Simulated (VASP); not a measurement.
# HfSi3 (Pmmm) in VASP: single point with PBE

Aim: the single point of HfSi3 with PBE.

Everything below comes from runs of VASP 6.6.1. Logs are shortened: lines on timing, memory, paths and dates and some standing lists are left out, and cuts for length are marked.

## 1. The cell of the first run

It takes space group Pmmm (No. 47, orthorhombic). Conventional cell: a = 2.812 Å, b = 4.723 Å, c = 5.328 Å, α = 90.00°, β = 90.00°, γ = 90.00°. Within 3.5 Å of Hf (site symmetry mmm) lie 6 Si at 2.66 to 2.76 Å and 2 Hf at 2.81 Å. Within 3.5 Å of Si (site symmetry mmm) lie 2 Hf at 2.66 Å and 6 Si at 2.67 to 2.81 Å. Within 3.3 Å of Si (site symmetry mm2) lie 6 Si at 2.49 to 2.84 Å and 2 Hf at 2.76 Å.

The cell was built from a structure type or drawn by symmetry, and may not be a known phase.

## 2. Single point, PBE

Input file INCAR:

```
SYSTEM = HfSi3
PREC = Accurate
ENCUT = 520
EDIFF = 1E-7
ISMEAR = 0
SIGMA = 0.1
LREAL = .FALSE.
LASPH = .TRUE.
NELM = 100
ALGO = Normal
ISIF = 2
LWAVE = .FALSE.
LCHARG = .FALSE.
GGA = PE
NBANDS = 19
```

Input file KPOINTS:

```
regular mesh
0
G
  16 10 10
  0 0 0
```

Input file POSCAR:

```
HfSi3
1.0
    2.8119750714      0.0000000000      0.0000000000
    0.0000000000      4.7234086852      0.0000000000
    0.0000000000      0.0000000000      5.3278692139
Hf Si
1 3
Direct
    0.5000000000      0.0000000000      0.5000000000
    0.5000000000      0.0000000000      0.0000000000
    0.5000000000      0.5000000000      0.2333883697
    0.5000000000      0.5000000000      0.7666116303
```

Potentials or basis: VASP PAW PBE potentials, release 64 (Hf_pv, Si).

Launch:

```console
cat potpaw_PBE.64/Hf_pv/POTCAR potpaw_PBE.64/Si/POTCAR > POTCAR
mpirun -np 1 vasp_std > vasp.out
```

OUTCAR:

```text
SYSTEM = HfSi3
   PREC = Accurate
   ENCUT = 520
   EDIFF = 1E-7
   ISMEAR = 0
   LREAL = .FALSE.
   LASPH = .TRUE.
   NELM = 100
   ISIF = 2
   GGA = PE

 ion  position               nearest neighbor table
   1  0.500  0.000  0.500-   2 2.66   2 2.66   4 2.76   3 2.76   3 2.76   4 2.76
   2  0.500  0.000  0.000-   1 2.66   1 2.66   4 2.67   3 2.67   3 2.67   4 2.67
   3  0.500  0.500  0.233-   4 2.49   2 2.67   2 2.67   1 2.76   1 2.76   4 2.84
   4  0.500  0.500  0.767-   3 2.49   2 2.67   2 2.67   1 2.76   1 2.76   3 2.84

  LATTYP: Found a simple orthorhombic cell.
 ALAT       =     2.8119750714
 B/A-ratio  =     1.6797477094
 C/A-ratio  =     1.8947071288

  Lattice vectors:

 A1 = (   2.8119750714,   0.0000000000,   0.0000000000)
 A2 = (   0.0000000000,   4.7234086852,   0.0000000000)
 A3 = (   0.0000000000,   0.0000000000,   5.3278692139)

Analysis of symmetry for initial positions (statically):
=====================================================================
 Subroutine PRICEL returns:
 Original cell was already a primitive cell.

 Routine SETGRP: Setting up the symmetry group for a
 simple orthorhombic supercell.

 Subroutine GETGRP returns: Found  8 space group operations
 (whereof  8 operations were pure point group operations)
 out of a pool of  8 trial point group operations.

The static configuration has the point symmetry D_2h.

Analysis of symmetry for dynamics (positions and initial velocities):
=====================================================================
 Subroutine PRICEL returns:
 Original cell was already a primitive cell.

 Routine SETGRP: Setting up the symmetry group for a
 simple orthorhombic supercell.

 Subroutine GETGRP returns: Found  8 space group operations
 (whereof  8 operations were pure point group operations)
 out of a pool of  8 trial point group operations.

The dynamic configuration has the point symmetry D_2h.

 Subroutine INISYM returns: Found  8 space group operations
 (whereof  8 operations are pure point group operations),
 and found     1 'primitive' translations

----------------------------------------------------------------------------------------

                                     Primitive cell

  volume of cell :      70.7653

  direct lattice vectors                    reciprocal lattice vectors
     2.811975071  0.000000000  0.000000000     0.355621929  0.000000000  0.000000000
     0.000000000  4.723408685  0.000000000     0.000000000  0.211711513  0.000000000
     0.000000000  0.000000000  5.327869214     0.000000000  0.000000000  0.187692295

[... 90 lines left out ...]
   NSW    =      0    number of steps for IOM
   IBRION =     -1    ionic relax: 0-MD 1-quasi-New 2-CG
   NFREE  =      0    steps in history (QN), initial steepest desc. (CG)
   ISIF   =      2    stress and relaxation
   ISYM   =      2    0-nonsym 1-usesym 2-fastsym
   POTIM  = 0.5000    time-step for ionic-motion
   TEBEG  =    0.0;   TEEND  =   0.0 temperature during run
   PSTRESS=    0.0 pullay stress
   NELECT =      22.0000    total number of electrons
   NUPDOWN=      -1.0000    fix difference up-down
   EMIN   =  10.00;   EMAX   =-10.00  energy-range for DOS
   EFERMI =   0.00;   METHOD = LEGACY
   ISMEAR =     0;   SIGMA  =   0.10  broadening in eV -4-tet -1-fermi 0-gaus
   EFERMI_NEDOS =   21; number of points for ismear=-14 and -15
   IALGO  =     38    algorithm
   IMIX   =      4    mixing-type and parameters
     AMIX     =   0.40;   BMIX     =  1.00
     AMIX_MAG =   1.60;   BMIX_MAG =  1.00
  volume/ion in A,a.u.               =      17.69       119.39
  Fermi-wavevector in a.u.,A,eV,Ry     =   1.109027  2.095758 16.734369  1.229941
  Thomas-Fermi vector in A             =   2.245562
   LORBIT       =      0    0 simple, 1 ext, 2 COOP (PROOUT), +10 PAW based schemes
   GGA     = PE    functional components
   LHFCALC =     F    Hartree Fock is set to
   AEXX    =    0.0000 exact exchange contribution
   IVDW    =     0    specifies the selected vdW correction
   LEPSILON=     F    determine dielectric tensor
   LRPA    =     F    only Hartree local field effects (RPA)
 non-spin polarized calculation
 Gauss-broadening in eV      SIGMA  =   0.10
  energy-cutoff  :      520.00
  volume of cell :       70.77
 maximum number of plane-waves:      1936
 NGX is ok and might be reduce to    24
   NGX = 11   NGY = 17   NGZ = 19

 number of electron      21.9999998 magnetization

 Free energy of the ion-electron system (eV)
  ---------------------------------------------------
  ext. energy  EPLUGINS =         0.00000000
  ---------------------------------------------------
  free energy    TOTEN  =       -25.14408581 eV

  energy without entropy =      -25.13288301  energy(sigma->0) =      -25.13848441

 E-fermi :   7.1993     XC(G=0): -10.8261

 val. band max:        7.1985180425   @ k =   0.2500   0.4000   0.5000
 cond. band min:       7.2048280025   @ k =   0.4375   0.5000   0.1000
 fundamental gap:      0.0063099600
 Fermi energy:         7.1993276025

 k-point     1 :       0.0000    0.0000    0.0000
  band No.  band energies     occupation
      1     -23.2031      2.00000
      2     -23.1464      2.00000
      3     -22.4803      2.00000
      4      -5.0271      2.00000
      5      -0.2430      2.00000
      6       0.3146      2.00000
[... 505 lines left out ...]
      6       1.8451      2.00000
[... 11 lines left out ...]
     18      11.7951      0.00000
     19      12.7797      0.00000

 [... further k-points ...]

------------------------ aborting loop because EDIFF is reached ----------------------------------------

  FORCE on cell =-STRESS in cart. coord.  units (eV):
  Direction    XX          YY          ZZ          XY          YZ          ZX
  --------------------------------------------------------------------------------------
  -------------------------------------------------------------------------------------
  Total       -0.0830020      0.0008541      0.0605007      0.0000000      0.0000000      0.0000000
  in kB       -1.8792249      0.0193372      1.3697788      0.0000000      0.0000000      0.0000000
  external PRESSURE =      -0.1633697 kB  Pullay stress =       0.0000000 kB

 VOLUME and BASIS-vectors are now :
 -----------------------------------------------------------------------------
  energy-cutoff  :      520.00
  volume of cell :       70.77
      direct lattice vectors                 reciprocal lattice vectors
     2.811975071  0.000000000  0.000000000     0.355621929  0.000000000  0.000000000
     0.000000000  4.723408685  0.000000000     0.000000000  0.211711513  0.000000000
     0.000000000  0.000000000  5.327869214     0.000000000  0.000000000  0.187692295

 POSITION                                       TOTAL-FORCE (eV/Angst)
 -----------------------------------------------------------------------------------
      1.40599      0.00000      2.66393         0.000000      0.000000     -0.000000
      1.40599      0.00000      0.00000         0.000000      0.000000     -0.000000
      1.40599      2.36170      1.24346         0.000000      0.000000     -0.011140
      1.40599      2.36170      4.08441         0.000000      0.000000      0.011140
 -----------------------------------------------------------------------------------
    total drift:                                0.000000      0.000000     -0.000000

  FREE ENERGIE OF THE ION-ELECTRON SYSTEM (eV)
  ---------------------------------------------------
  free  energy   TOTEN  =       -25.1440858149 eV

  energy  without entropy=      -25.1328830087  energy(sigma->0) =      -25.13848441
```

OSZICAR:

```text
N       E                     dE             d eps       ncg     rms          rms(c)
DAV:   1     0.487999879030E+02    0.48800E+02   -0.10465E+04 12320   0.102E+03
DAV:   2    -0.228651716351E+02   -0.71665E+02   -0.69627E+02 15567   0.200E+02
DAV:   3    -0.255080374709E+02   -0.26429E+01   -0.26008E+01 16246   0.276E+01
DAV:   4    -0.255343963756E+02   -0.26359E-01   -0.26323E-01 15305   0.330E+00
DAV:   5    -0.255346792587E+02   -0.28288E-03   -0.28286E-03 15343   0.339E-01    0.423E+01
DAV:   6    -0.252313229232E+02    0.30336E+00   -0.12926E+00 14443   0.417E+00    0.288E+01
DAV:   7    -0.252529188789E+02   -0.21596E-01   -0.13102E+00 15282   0.392E+00    0.474E+00
DAV:   8    -0.251442921061E+02    0.10863E+00   -0.53025E-01 14692   0.229E+00    0.674E-01
DAV:   9    -0.251442624763E+02    0.29630E-04   -0.17691E-02 14534   0.641E-01    0.735E-01
DAV:  10    -0.251441379281E+02    0.12455E-03   -0.15769E-03 14581   0.203E-01    0.144E-01
DAV:  11    -0.251440874953E+02    0.50433E-04   -0.15883E-04 14654   0.575E-02    0.147E-01
DAV:  12    -0.251440877705E+02   -0.27519E-06   -0.50697E-05 15077   0.325E-02    0.279E-02
DAV:  13    -0.251440858956E+02    0.18749E-05   -0.78448E-06 14202   0.139E-02    0.128E-02
DAV:  14    -0.251440857089E+02    0.18667E-06   -0.49766E-07 14180   0.365E-03    0.433E-03
DAV:  15    -0.251440858239E+02   -0.11494E-06   -0.47727E-08  7836   0.130E-03    0.681E-04
DAV:  16    -0.251440858149E+02    0.89863E-08   -0.57355E-09  7428   0.484E-04
   1 F= -.25144086E+02 E0= -.25138484E+02  d E =-.112028E-01
```

Wall time 10 min (1 thread of AMD EPYC 7R13, shared host); peak memory 0.46 GiB.

What came out:

```
Free energy            : -25.1441 eV
Pressure               : 0.0 GPa
Largest force          : 0.011 eV/Å
Band gap on the k mesh : zero (bands 11 and 12 overlap by 3.46 eV)
```

Forces on the atoms (eV/Å):
```
Hf   0.000  0.000  0.000
Si   0.000  0.000  0.000
Si   0.000  0.000 -0.011
Si   0.000  0.000  0.011
```

Levels at points of the mesh, in eV from the Fermi level:
| k point | band 8 | band 9 | band 10 | band 11 | band 12 | band 13 | band 14 | band 15 |
| --- | --- | --- | --- | --- | --- | --- | --- | --- |
| (0.00, 0.00, 0.00) | -4.87 | -2.75 | -1.71 | -0.14 | 2.27 | 2.58 | 4.57 | 4.73 |
| (0.50, 0.00, 0.00) | -2.73 | -2.65 | -2.10 | -1.44 | -1.08 | -0.96 | 1.15 | 2.54 |
| (0.00, 0.50, 0.00) | -3.60 | -3.01 | -1.18 | 2.14 | 2.29 | 2.68 | 3.94 | 4.19 |
| (0.50, 0.50, 0.00) | -3.68 | -2.42 | -1.49 | -1.18 | -0.98 | -0.07 | 0.02 | 3.70 |
| (0.00, 0.00, 0.50) | -3.89 | -1.84 | -1.81 | -0.36 | 1.33 | 1.85 | 3.63 | 5.03 |
| (0.50, 0.00, 0.50) | -3.28 | -1.95 | -1.85 | -0.97 | -0.85 | 0.81 | 1.41 | 2.37 |
| (0.00, 0.50, 0.50) | -1.71 | -1.42 | -0.72 | 0.75 | 1.41 | 1.52 | 4.10 | 4.24 |
| (0.50, 0.50, 0.50) | -4.04 | -3.87 | -3.61 | 0.42 | 0.61 | 1.28 | 1.63 | 2.17 |

Caveat: spin-orbit coupling is left out, which moves the levels of the heavy elements.
